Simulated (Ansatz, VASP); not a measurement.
## One calculation of Cu3Au, two programs

Contents of POSCAR:

```
Cu3Au
1.0
    3.7400000000      0.0000000000      0.0000000000
    0.0000000000      3.7400000000      0.0000000000
    0.0000000000      0.0000000000      3.7400000000
Au Cu
1 3
Direct
    0.0000000000      0.0000000000      0.0000000000
    0.5000000000      0.5000000000      0.0000000000
    0.5000000000      0.0000000000      0.5000000000
    0.0000000000      0.5000000000      0.5000000000
```

Contents of INCAR.step1:

```
SYSTEM = Cu3Au
ALGO = Normal ; EDIFF = 1E-5
ENCUT = 520 ; GGA = PE
GGA_COMPAT = .FALSE. ; ISIF = 2
ISMEAR = -1 ; LASPH = .TRUE.
LREAL = .FALSE. ; LWAVE = .TRUE.
NBANDS = 30 ; NELM = 120
PREC = Accurate ; SIGMA = 0.05
```

Contents of INCAR.step2:

```
SYSTEM = Cu3Au
ALGO = Normal ; EDIFF = 1E-6
ENCUT = 520 ; GGA = PE
GGA_COMPAT = .FALSE. ; HFSCREEN = 0.2079
ISIF = 2 ; ISMEAR = -1
ISTART = 1 ; LASPH = .TRUE.
LCHARG = .TRUE. ; LELF = .TRUE.
LHFCALC = .TRUE. ; LREAL = .FALSE.
LVHAR = .TRUE. ; LWAVE = .FALSE.
NBANDS = 30 ; NELM = 120
PREC = Accurate ; PRECFOCK = Normal
SIGMA = 0.05
```

Contents of KPOINTS:

```
k-points
0
G
  4 4 4
  0 0 0
```

File input.yaml:

```yaml
crystal:
  lattice:
    - [3.74, 0.0, 0.0]
    - [0.0, 3.74, 0.0]
    - [0.0, 0.0, 3.74]
  atoms:
    - { symbol: Au, position: [0.0, 0.0, 0.0] }
    - { symbol: Cu, position: [0.5, 0.5, 0.0] }
    - { symbol: Cu, position: [0.5, 0.0, 0.5] }
    - { symbol: Cu, position: [0.0, 0.5, 0.5] }
hamiltonian:
  xc: hse06
  pseudopotentials: { kind: paw }
kpoints:
  mp_grid: { grid: [4, 4, 4] }
  band_path:
    path:
      - [[0.0, 0.0, 0.0], [0.0, 0.5, 0.0], [0.5, 0.5, 0.0], [0.0, 0.0, 0.0], [0.5, 0.5, 0.5], [0.0, 0.5, 0.0]]
      - [[0.5, 0.5, 0.0], [0.5, 0.5, 0.5]]
    npoints: 4
scf:
  occupations: { method: fermi_dirac, width: 0.05 }
  n_extra_bands: 10
output:
  forces: true
  stress: true
  eigenvalues: true
  fatbands: false
```

Alike in both runs: functional HSE06; k mesh 4 × 4 × 4; occupations fermi-dirac, width 0.05 eV; no spin polarisation.

```csv
,VASP,Ansatz
version,VASP 6.6.1,Ansatz 0.2.0
potentials or method,"VASP PAW PBE potentials, release 64 (Au, Cu)",Ansatz PAW
plane-wave cutoff (eV),520,420
valence electrons in the cell,44,76
task,single point,band structure
```

Ansatz gave:

| Property | Result |
| --- | --- |
| gap on the k mesh at the Fermi level (eV) | none |
| pressure (GPa) | 3.0 |

Question: Estimate VASP's values.

Answer: gap on the k mesh at the Fermi level (eV): none; pressure (GPa): 3.2.

A gap of «none» marks a metal or a gap that the smearing closes. VASP's potentials hold 44 valence electrons a cell and Ansatz's 76, so a difference there can come from the potentials and not from the codes.

The k mesh is coarse, so the values compare programs but aren't converged. Neither program's run includes spin-orbit coupling.
